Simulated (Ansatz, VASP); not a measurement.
## Two plane-wave programs on N

```xyz
2
Lattice="2.5642 0.0000 0.0000 -1.2821 2.2206 0.0000 0.0000 0.0000 2.4407" Properties=species:S:1:pos:R:3 pbc="T T T"
N     1.2821    0.7402    0.6102
N     0.0000    1.4804    1.8305
```

Alike in both runs: functional r2SCAN; k mesh 18 × 18 × 18; occupations gaussian, width 0.1 eV; no spin polarisation.

Ansatz relaxed the structure, and its values are those at the end. VASP's run is a single point on that final structure, the one shown.

```csv
,VASP,Ansatz
version,VASP 6.6.1,Ansatz 0.2.0
potentials or method,"VASP PAW PBE potentials, release 64 (N), cutoff 520 eV","scalar-relativistic, plane waves, PAW"
valence electrons in the cell,10,10
```

```csv
,VASP,Ansatz,Ansatz less VASP
gap on the k mesh at the Fermi level (eV),none,none,-
pressure (GPa),-0.1,0.0,+0.11
```

VASP's potentials were made for PBE, not for r2SCAN. A gap of «none» marks a metal or a gap that the smearing closes.
